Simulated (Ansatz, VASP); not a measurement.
**Ti: VASP beside Ansatz**

```
Ti
1.0
    -1.64100    1.64100    1.64100
     1.64100   -1.64100    1.64100
     1.64100    1.64100   -1.64100
Ti
1
Cartesian
  0.0000 0.0000 0.0000
```

Alike in both runs: task single point; functional PBEsol; k mesh 11 × 11 × 11; occupations tetrahedron; collinear spin.

|  | VASP | Ansatz |
| --- | --- | --- |
| version | VASP 6.6.1 | Ansatz 0.2.0 |
| potentials or method | VASP PAW PBE potentials, release 64 (Ti_sv) | Ansatz PAW |
| plane-wave cutoff (eV) | 520 | 420 |
| valence electrons in the cell | 12 | 12 |

VASP gave:

* gap on the k mesh at the Fermi level (eV): none
* pressure (GPa): -7.3
* net moment per atom (μB): 0.00

Problem. Which values does Ansatz return?

Solution. gap on the k mesh at the Fermi level (eV): none; pressure (GPa): -6.9; net moment per atom (μB): 0.00.

VASP's potentials were made for PBE, not for PBEsol. A gap of «none» marks a metal or a gap that the smearing closes. The functional is the same, so the differences come from potentials, cutoffs and numerics.
